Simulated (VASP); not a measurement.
## ZnS: single point with r2SCAN

Crystal: ZnS.

```
Zn S
1.0
     0.00000    2.78579    2.74522
     2.78579    0.00000    2.74522
     2.78579    2.78579    0.00000
Zn S
1 1
Cartesian
  0.0000 0.0000 0.0000
  4.1787 4.1787 4.1178
```

This cell differs from its parent crystal: strain +0.030 along x and y, +0.015 along z.

| Quantity | Value |
| --- | --- |
| Program | VASP 6.6.1 |
| Task | single point |
| Functional | r2SCAN |
| Potentials or basis | VASP PAW PBE potentials, release 64 (Zn, S) |
| Cutoff | 520 eV |
| k mesh | 8 × 8 × 8 |
| Occupations | gaussian, width 0.05 eV |
| Spin | no spin polarisation |
| Dipole correction | no |
| Further INCAR settings | ALGO = Normal; EDIFF = 1e-07; NBANDS = 16 |

```json
{
 "Pressure": "-5.5 GPa",
 "Band gap on the k mesh": "2.29 eV, direct"
}
```

Stress tensor (GPa, compression positive):
```
-5.74  0.00  0.00
 0.00 -5.74  0.00
 0.00  0.00 -5.12
```

Levels at points of the mesh, in eV from the valence-band top:
```
           k point  band 6  band 7  band 8  band 9  band 10  band 11  band 12  band 13
(0.00, 0.00, 0.00)   -5.81   -0.05   -0.05    0.00     2.29     6.91     6.92     6.92
(0.50, 0.00, 0.00)   -5.64   -4.92   -0.85   -0.77     3.61     7.34     7.46     9.06
(0.50, 0.50, 0.00)   -5.61   -4.28   -2.09   -2.09     3.81     4.34    11.26    12.23
(0.50, 0.00, 0.50)   -5.63   -4.37   -2.03   -2.00     3.88     4.48    11.10    12.18
```

Run time: 5.2 min on 1 thread of AMD EPYC 7R43 64-Core Processor (Zen 3), on a shared host, peak memory 0.15 GiB.

Caveat: the cell differs from its parent crystal (strain +0.030 along x and y, +0.015 along z); the PAW data sets were made with another functional, which shifts forces and pressure a little.
